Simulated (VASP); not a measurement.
A run of VASP 6.6.1 is set up as follows.

Contents of POSCAR:

```
RbBr
1.0
    0.0000000000      3.5297994800      3.5297994800
    3.5297994800      0.0000000000      3.5297994800
    3.5297994800      3.5297994800      0.0000000000
Rb Br
1 1
Direct
    0.0000000000      0.0000000000      0.0000000000
    0.5000000000      0.5000000000      0.5000000000
```

Contents of INCAR.step1:

```
PREC = Accurate
ENCUT = 520
ISMEAR = -1
SIGMA = 0.02
LREAL = F
LASPH = T
NELM = 100
NBANDS = 15
GGA = PE
ALGO = Normal
EDIFF = 1E-4
LWAVE = T
LCHARG = F
```

The input INCAR.step2:

```
PREC = Accurate
ENCUT = 520
EDIFF = 1E-6
ISMEAR = -1
SIGMA = 0.02
LREAL = F
LASPH = T
NELM = 100
ALGO = Normal
ISIF = 2
LWAVE = F
LCHARG = T
METAGGA = R2SCAN
LMIXTAU = T
LELF = T
LVHAR = T
NBANDS = 15
ISTART = 1
```

Contents of KPOINTS:

```
Automatic mesh
0
Gamma
  8 8 8
```

Potentials or basis: VASP PAW PBE potentials, release 64 (Rb_sv, Br).

Command:

```sh
$ cat potpaw_PBE.64/Rb_sv/POTCAR potpaw_PBE.64/Br/POTCAR > POTCAR
$ cp INCAR.step1 INCAR
$ mpirun -np 1 vasp_std > vasp.out
$ cp INCAR.step2 INCAR
$ mpirun -np 1 vasp_std > vasp.out
```

Question: Predict the band gap on the k mesh.

Answer: 4.75 eV, direct.

Question: Predict the pressure.

Answer: -0.7 GPa.

Caveat: the PAW data sets were made with another functional, which shifts forces and pressure a little. r2SCAN opens gaps a little over a GGA but as a rule still falls short of measured ones.
